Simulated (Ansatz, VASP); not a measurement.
One calculation of InSb3, two programs

Contents of INCAR:

```
SYSTEM = InSb3
PREC = Accurate
ENCUT = 600
EDIFF = 1E-6
ISMEAR = 0
SIGMA = 0.1
LREAL = .False.
LASPH = .True.
NELM = 100
ALGO = Normal
ISIF = 3
LWAVE = .False.
LCHARG = .False.
GGA = PE
IVDW = 12
IBRION = 2
NSW = 100
EDIFFG = -0.005
```

File KPOINTS:

```
Automatic mesh
0
Gamma
  10 10 10
  0 0 0
```

Contents of POSCAR:

```
InSb3
1.0
    4.8063670000      0.0000000000      0.0000000000
    0.0000000000      4.8063670000      0.0000000000
    0.0000000000      0.0000000000      4.8063670000
In Sb
1 3
Direct
    0.0000000000      0.0000000000      0.0000000000
    0.5000000000      0.0000000000      0.5000000000
    0.0000000000      0.5000000000      0.5000000000
    0.5000000000      0.5000000000      0.0000000000
```

Input for Ansatz:

```yaml
crystal:
  lattice:
    - [4.806367, 0.0, 0.0]
    - [0.0, 4.806367, 0.0]
    - [0.0, 0.0, 4.806367]
  atoms:
    - { symbol: In, position: [0.0, 0.0, 0.0] }
    - { symbol: Sb, position: [0.5, 0.0, 0.5] }
    - { symbol: Sb, position: [0.0, 0.5, 0.5] }
    - { symbol: Sb, position: [0.5, 0.5, 0.0] }
basis:
  ecutwfc: 420
kpoints:
  mp_grid: { grid: [10, 10, 10] }
hamiltonian:
  xc: pbe
  dispersion: d3bj
scf:
  occupations: { method: gaussian, width: 0.1 }
output:
  forces: true
  stress: true
  eigenvalues: true
  write_density: true
  write_potential: true
  elf: true
  volumetric_format: npy
relax:
  adjacent_minimum: "off"
  f_tol: 0.005
  max_steps: 80
  cell: { stress_tol: 0.05 }
```

Alike in both runs: task relaxation of cell and atoms; functional PBE; dispersion D3(BJ); k mesh 10 × 10 × 10; occupations gaussian, width 0.1 eV; no spin polarisation.

```csv
,VASP,Ansatz
version,VASP 6.6.1,Ansatz 0.2.0
potentials or method,"VASP PAW PBE potentials, release 64 (In_d, Sb), cutoff 600 eV","scalar-relativistic, plane waves, PAW"
valence electrons in the cell,28,58
```

```tsv
	VASP	Ansatz	Ansatz less VASP
gap on the k mesh at the Fermi level, each at its own relaxed structure (eV)	none	none	-
relaxed volume (Å³/atom)	26.48	26.51	+0.036
relaxed length of the cell vector where the two differ most in proportion (Å)	4.731	4.733	+0.0021
```

A gap of «none» marks a metal or a gap that the smearing closes. VASP's potentials hold 28 valence electrons a cell and Ansatz's 58, so a difference there can come from the potentials and not from the codes.

Neither program's run includes spin-orbit coupling.
